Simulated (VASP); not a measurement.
# Ge8N (a cell with a defect) in VASP: single point with PBE

Aim: the single point of Ge8N (a cell with a defect) with PBE.

All numbers are computed with VASP 6.6.1; they aren't measurements. Logs are shortened: lines on timing, memory, paths and dates and some standing lists are left out, and cuts for length are marked.

## (1) The cell of the first run

The cell holds a defect, 9 atoms: a = 5.762 Å, b = 5.762 Å, c = 5.762 Å, α = 90.00°, β = 90.00°, γ = 90.00°.

## (2) Single point, PBE

Contents of INCAR:

```
PREC = Accurate ; ENCUT = 520
EDIFF = 1E-6 ; ISMEAR = 0
SIGMA = 0.15 ; LREAL = False
LASPH = True ; NELM = 60
ALGO = Normal ; ISIF = 2
LWAVE = False ; LCHARG = False
GGA = PE ; NBANDS = 68
```

Contents of KPOINTS:

```
Automatic mesh
0
Gamma
  6 6 6
```

Contents of POSCAR:

```
Ge8N
1.0
    5.7615827908      0.0000000000      0.0000000000
    0.0000000000     -5.7615827908      0.0000000000
    0.0000000000      0.0000000000     -5.7615827908
Ge N
8 1
Direct
    0.5000000000      0.0000000000      0.0000000000
    0.0000000000      0.5000000000      0.0000000000
    0.0000000000      0.0000000000      0.5000000000
    0.5000000000      0.5000000000      0.5000000000
    0.7500000000      0.7500000000      0.7500000000
    0.2500000000      0.2500000000      0.7500000000
    0.2500000000      0.7500000000      0.2500000000
    0.7500000000      0.2500000000      0.2500000000
    0.7500000000      0.5000000000      0.7500000000
```

Potentials or basis: VASP PAW PBE potentials, release 64 (Ge_d, N).

The run is started by

```bash
> cat potpaw_PBE.64/Ge_d/POTCAR potpaw_PBE.64/N/POTCAR > POTCAR
> mpirun -np 1 vasp_std > vasp.out
```

OUTCAR:

```text
PREC = Accurate
   ENCUT = 520
   EDIFF = 1E-6
   ISMEAR = 0
   LREAL = False
   LASPH = True
   NELM = 60
   ISIF = 2
   GGA = PE

 ion  position               nearest neighbor table
   1  0.500  0.000  0.000-   5 2.49   6 2.49   7 2.49   8 2.49
   2  0.000  0.500  0.000-   9 2.04   6 2.49   7 2.49   8 2.49   5 2.49
   3  0.000  0.000  0.500-   5 2.49   6 2.49   7 2.49   8 2.49
   4  0.500  0.500  0.500-   9 2.04   6 2.49   7 2.49   8 2.49   5 2.49
   5  0.750  0.750  0.750-   9 1.44   2 2.49   3 2.49   4 2.49   1 2.49
   6  0.250  0.250  0.750-   1 2.49   2 2.49   3 2.49   4 2.49
   7  0.250  0.750  0.250-   1 2.49   2 2.49   3 2.49   4 2.49
   8  0.750  0.250  0.250-   1 2.49   2 2.49   3 2.49   4 2.49
   9  0.750  0.500  0.750-   5 1.44   4 2.04   2 2.04

  LATTYP: Found a simple cubic cell.
 ALAT       =     5.7615827908

  Lattice vectors:

 A1 = (   5.7615827908,   0.0000000000,   0.0000000000)
 A2 = (   0.0000000000,  -5.7615827908,   0.0000000000)
 A3 = (   0.0000000000,   0.0000000000,  -5.7615827908)

Analysis of symmetry for initial positions (statically):
=====================================================================
 Subroutine PRICEL returns:
 Original cell was already a primitive cell.

 Routine SETGRP: Setting up the symmetry group for a
 simple cubic supercell.

 Subroutine GETGRP returns: Found  4 space group operations
 (whereof  2 operations were pure point group operations)
 out of a pool of 48 trial point group operations.

The static configuration has the point symmetry C_1h.
 The point group associated with its full space group is C_2v.

Analysis of symmetry for dynamics (positions and initial velocities):
=====================================================================
 Subroutine PRICEL returns:
 Original cell was already a primitive cell.

 Routine SETGRP: Setting up the symmetry group for a
 simple cubic supercell.

 Subroutine GETGRP returns: Found  4 space group operations
 (whereof  2 operations were pure point group operations)
 out of a pool of 48 trial point group operations.

The dynamic configuration has the point symmetry C_1h.
 The point group associated with its full space group is C_2v.

 Subroutine INISYM returns: Found  4 space group operations
 (whereof  2 operations are pure point group operations),
 and found     1 'primitive' translations

----------------------------------------------------------------------------------------

                                     Primitive cell

  volume of cell :     191.2606

  direct lattice vectors                    reciprocal lattice vectors
     5.761582791  0.000000000  0.000000000     0.173563418  0.000000000  0.000000000
     0.000000000 -5.761582791  0.000000000     0.000000000 -0.173563418  0.000000000
     0.000000000  0.000000000 -5.761582791     0.000000000  0.000000000 -0.173563418

  length of vectors
     5.761582791  5.761582791  5.761582791     0.173563418  0.173563418  0.173563418

  position of ions in fractional coordinates (direct lattice)
     0.500000000  0.000000000  0.000000000
     0.000000000  0.500000000  0.000000000
     0.000000000  0.000000000  0.500000000
     0.500000000  0.500000000  0.500000000
     0.750000000  0.750000000  0.750000000
     0.250000000  0.250000000  0.750000000
     0.250000000  0.750000000  0.250000000
     0.750000000  0.250000000  0.250000000
     0.750000000  0.500000000  0.750000000

  ion indices of the primitive-cell ions
   primitive index   ion index
                 1           1
                 2           2
                 3           3
                 4           4
                 5           5
                 6           6
                 7           7
                 8           8
                 9           9

----------------------------------------------------------------------------------------

 KPOINTS: Automatic mesh

Automatic generation of k-mesh.
 Grid dimensions read from file:
 generate k-points for:    6    6    6

 Generating k-lattice:

  Cartesian coordinates                     Fractional coordinates (reciprocal lattice)
     0.028927236  0.000000000  0.000000000     0.166666667  0.000000000  0.000000000
     0.000000000 -0.028927236  0.000000000     0.000000000  0.166666667  0.000000000
     0.000000000  0.000000000 -0.028927236     0.000000000  0.000000000  0.166666667

  Length of vectors
     0.028927236  0.028927236  0.028927236

  Shift w.r.t. Gamma in fractional coordinates (k-lattice)
     0.000000000  0.000000000  0.000000000

 Subroutine IBZKPT returns following result:
 ===========================================

 Found     52 irreducible k-points:

 Following reciprocal coordinates:
            Coordinates               Weight
  0.000000  0.000000  0.000000      1.000000
  0.166667  0.000000  0.000000      4.000000
  0.000000  0.166667  0.000000      2.000000
  0.333333  0.000000  0.000000      4.000000
  0.000000  0.333333  0.000000      2.000000
  0.500000  0.000000  0.000000      2.000000
[... 16 lines left out ...]
  0.333333  0.000000  0.500000      4.000000
  0.500000  0.500000  0.000000      2.000000
 [... further k-points ...]
   k-points           NKPTS =     52   k-points in BZ     NKDIM =     52   number of bands    NBANDS=     68
   number of dos      NEDOS =    301   number of ions     NIONS =      9
   total plane-waves  NPLWV = 110592
   dimension x,y,z NGX =    48 NGY =   48 NGZ =   48
   dimension x,y,z NGXF=    96 NGYF=   96 NGZF=   96
   ions per type =               8   1
   NGX,Y,Z   is equivalent  to a cutoff of  13.85, 13.85, 13.85 a.u.
   NGXF,Y,Z  is equivalent  to a cutoff of  27.70, 27.70, 27.70 a.u.
 SYSTEM =  unknown system
   PREC   = accura    normal or accurate (medium, high low for compatibility)
   ISTART =      0    job   : 0-new  1-cont  2-samecut
   ICHARG =      2    charge: 1-file 2-atom 10-const
   ISPIN  =      1    spin polarized calculation?
   LNONCOLLINEAR =      F non collinear calculations
   LSORBIT =      F    spin-orbit coupling
   LASPH  =      T    aspherical Exc in radial PAW
   ENCUT  =  520.0 eV  38.22 Ry    6.18 a.u.  10.71 10.71 10.71*2*pi/ulx,y,z
   NELM   =     60;   NELMIN=  2; NELMDL= -5     # of ELM steps
   EDIFF  = 0.1E-05   stopping-criterion for ELM
   LREAL  =      F    real-space projection
   EDIFFG = 0.1E-04   stopping-criterion for IOM
   NSW    =      0    number of steps for IOM
   IBRION =     -1    ionic relax: 0-MD 1-quasi-New 2-CG
   NFREE  =      0    steps in history (QN), initial steepest desc. (CG)
   ISIF   =      2    stress and relaxation
   ISYM   =      2    0-nonsym 1-usesym 2-fastsym
   POTIM  = 0.5000    time-step for ionic-motion
   TEBEG  =    0.0;   TEEND  =   0.0 temperature during run
   PSTRESS=    0.0 pullay stress
   NELECT =     117.0000    total number of electrons
   NUPDOWN=      -1.0000    fix difference up-down
   EMIN   =  10.00;   EMAX   =-10.00  energy-range for DOS
   EFERMI =   0.00;   METHOD = LEGACY
   ISMEAR =     0;   SIGMA  =   0.15  broadening in eV -4-tet -1-fermi 0-gaus
   EFERMI_NEDOS =   21; number of points for ismear=-14 and -15
   IALGO  =     38    algorithm
   IMIX   =      4    mixing-type and parameters
     AMIX     =   0.40;   BMIX     =  1.00
     AMIX_MAG =   1.60;   BMIX_MAG =  1.00
  volume/ion in A,a.u.               =      21.25       143.41
  Fermi-wavevector in a.u.,A,eV,Ry     =   1.389723  2.626196 26.277348  1.931331
  Thomas-Fermi vector in A             =   2.513727
   LORBIT       =      0    0 simple, 1 ext, 2 COOP (PROOUT), +10 PAW based schemes
   GGA     = PE    functional components
   LHFCALC =     F    Hartree Fock is set to
   AEXX    =    0.0000 exact exchange contribution
   IVDW    =     0    specifies the selected vdW correction
   LEPSILON=     F    determine dielectric tensor
   LRPA    =     F    only Hartree local field effects (RPA)
 non-spin polarized calculation
 Gauss-broadening in eV      SIGMA  =   0.15
  energy-cutoff  :      520.00
  volume of cell :      191.26
 maximum number of plane-waves:      5232
 NGX is ok and might be reduce to    48
   NGX = 21   NGY = 21   NGZ = 21

 number of electron     117.0000013 magnetization

 Free energy of the ion-electron system (eV)
  ---------------------------------------------------
  ext. energy  EPLUGINS =         0.00000000
  ---------------------------------------------------
  free energy    TOTEN  =       -37.95293858 eV

  energy without entropy =      -37.90820720  energy(sigma->0) =      -37.93057289

 E-fermi :   4.5954     XC(G=0):  -9.9110

 val. band max:        4.5914880734   @ k =   0.1667   0.0000   0.3333
 cond. band min:       4.5963748007   @ k =   0.0000   0.3333   0.1667
 fundamental gap:      0.0048867274
 Fermi energy:         4.5954325097

 k-point     1 :       0.0000    0.0000    0.0000
  band No.  band energies     occupation
      1     -21.1532      2.00000
      2     -20.4807      2.00000
      3     -20.3642      2.00000
      4     -20.2970      2.00000
      5     -20.2752      2.00000
      6     -20.2052      2.00000
[... 60 lines left out ...]
     67       7.8714      0.00000
     68       8.9392      0.00000

 k-point     2 :       0.1667    0.0000    0.0000
  band No.  band energies     occupation
      1     -21.1532      2.00000
      2     -20.4809      2.00000
      3     -20.3642      2.00000
      4     -20.2971      2.00000
      5     -20.2754      2.00000
      6     -20.2058      2.00000
[... 60 lines left out ...]
     67       8.0324      0.00000
     68       8.7799      0.00000

 k-point     3 :       0.0000    0.1667    0.0000
  band No.  band energies     occupation
      1     -21.1532      2.00000
      2     -20.4807      2.00000
      3     -20.3644      2.00000
      4     -20.2970      2.00000
      5     -20.2754      2.00000
      6     -20.2053      2.00000
[... 1480 lines left out ...]
     67       9.4104      0.00000
     68       9.5081      0.00000

 k-point    24 :       0.5000    0.5000    0.0000
  band No.  band energies     occupation
      1     -21.1529      2.00000
      2     -20.4817      2.00000
      3     -20.3641      2.00000
      4     -20.2971      2.00000
      5     -20.2756      2.00000
      6     -20.2069      2.00000
[... 60 lines left out ...]
     67       9.5498      0.00000
     68       9.5844      0.00000

 [... further k-points ...]

------------------------ aborting loop because EDIFF is reached ----------------------------------------

  FORCE on cell =-STRESS in cart. coord.  units (eV):
  Direction    XX          YY          ZZ          XY          YZ          ZX
  --------------------------------------------------------------------------------------
  -------------------------------------------------------------------------------------
  Total        5.0884288     36.0891911      5.0884288     -0.0000000      0.0000000     -3.0202947
  in kB       42.6254385    302.3168198     42.6254385     -0.0000000      0.0000000    -25.3008135
  external PRESSURE =     129.1892323 kB  Pullay stress =       0.0000000 kB

 VOLUME and BASIS-vectors are now :
 -----------------------------------------------------------------------------
  energy-cutoff  :      520.00
  volume of cell :      191.26
      direct lattice vectors                 reciprocal lattice vectors
     5.761582791  0.000000000  0.000000000     0.173563418  0.000000000  0.000000000
     0.000000000 -5.761582791  0.000000000     0.000000000 -0.173563418  0.000000000
     0.000000000  0.000000000 -5.761582791     0.000000000  0.000000000 -0.173563418

 POSITION                                       TOTAL-FORCE (eV/Angst)
 -----------------------------------------------------------------------------------
      2.88079      0.00000      0.00000        -0.023467     -0.343903     -0.023467
      0.00000     -2.88079      0.00000         0.688722      1.756242     -0.688722
      0.00000      0.00000     -2.88079         0.023467     -0.343903      0.023467
      2.88079     -2.88079     -2.88079        -0.688722      1.756242      0.688722
      4.32119     -4.32119     -4.32119        -0.000000    -23.093330     -0.000000
      1.44040     -1.44040     -4.32119        -0.000000      0.155898     -0.000000
      1.44040     -4.32119     -1.44040        -0.000000     -0.691461     -0.000000
      4.32119     -1.44040     -1.44040        -0.000000      0.155898     -0.000000
      4.32119     -2.88079     -4.32119        -0.000000     20.648315     -0.000000
 -----------------------------------------------------------------------------------
    total drift:                                0.000000     -0.001091     -0.000000

  FREE ENERGIE OF THE ION-ELECTRON SYSTEM (eV)
  ---------------------------------------------------
  free  energy   TOTEN  =       -37.9529385816 eV

  energy  without entropy=      -37.9082072008  energy(sigma->0) =      -37.93057289
```

Run time: 15 min. Hardware: 1 thread of Intel Xeon 8259CL, shared host; peak memory 0.61 GiB.

What came out:

```
Free energy            : -37.9529 eV
Pressure               : 12.9 GPa
Largest force          : 23.093 eV/Å
Band gap on the k mesh : zero (an odd number of electrons rules out a gap without spin polarisation)
```

Forces on the atoms (eV/Å):
```
Ge   -0.023  -0.344  -0.023
Ge    0.689   1.756  -0.689
Ge    0.023  -0.344   0.023
Ge   -0.689   1.756   0.689
Ge    0.000 -23.093   0.000
Ge    0.000   0.156   0.000
Ge    0.000  -0.691   0.000
Ge    0.000   0.156   0.000
N     0.000  20.648   0.000
```

Stress tensor (GPa, compression positive):
```
 4.26  0.00 -2.53
 0.00 30.23  0.00
-2.53  0.00  4.26
```

Caveat: an odd number of electrons without spin polarisation forces a metal; a magnetic or distorted state may lie lower.
